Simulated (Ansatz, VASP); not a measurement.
**One calculation of Ir, two programs**

File INCAR:

```
SYSTEM = Ir
PREC = Accurate
ENCUT = 520
EDIFF = 1E-7
ISMEAR = 0
SIGMA = 0.15
LREAL = .False.
LASPH = .True.
NELM = 100
ALGO = Fast
ISIF = 2
LWAVE = .False.
LCHARG = .False.
GGA = PE
NBANDS = 10
```

File KPOINTS:

```
regular mesh
0
Gamma
  22 22 22
  0 0 0
```

File POSCAR:

```
Ir
1.0
    0.0000000000      1.9454419070      1.9454419070
    1.9454419070      0.0000000000      1.9454419070
    1.9454419070      1.9454419070      0.0000000000
Ir
1
Direct
    0.0000000000      0.0000000000      0.0000000000
```

Input for Ansatz:

```yaml
crystal:
  lattice:
    - [0.0, 1.945441907, 1.945441907]
    - [1.945441907, 0.0, 1.945441907]
    - [1.945441907, 1.945441907, 0.0]
  atoms:
    - { symbol: Ir, position: [0.0, 0.0, 0.0] }
basis:
  ecutwfc: 420
kpoints:
  mp_grid: { grid: [22, 22, 22] }
hamiltonian:
  xc: pbe
  pseudopotentials: { kind: paw, azcp: { folder: soft_1 } }
scf:
  occupations: { method: gaussian, width: 0.15 }
output:
  forces: true
  stress: true
  eigenvalues: true
```

Alike in both runs: task single point; functional PBE; k mesh 22 × 22 × 22; occupations gaussian, width 0.15 eV; no spin polarisation.

|  | VASP | Ansatz |
| --- | --- | --- |
| version | VASP 6.6.1 | Ansatz 0.2.0 |
| potentials or method | VASP PAW PBE potentials, release 64 (Ir), cutoff 520 eV | scalar-relativistic, plane waves, PAW |
| valence electrons in the cell | 9 | 17 |

|  | VASP | Ansatz | Ansatz less VASP |
| --- | --- | --- | --- |
| gap on the k mesh at the Fermi level (eV) | none | none | - |
| pressure (GPa) | -4.7 | -5.2 | -0.45 |

A gap of «none» marks a metal or a gap that the smearing closes. VASP's potentials hold 9 valence electrons a cell and Ansatz's 17, so a difference there can come from the potentials and not from the codes.

Neither program's run includes spin-orbit coupling.
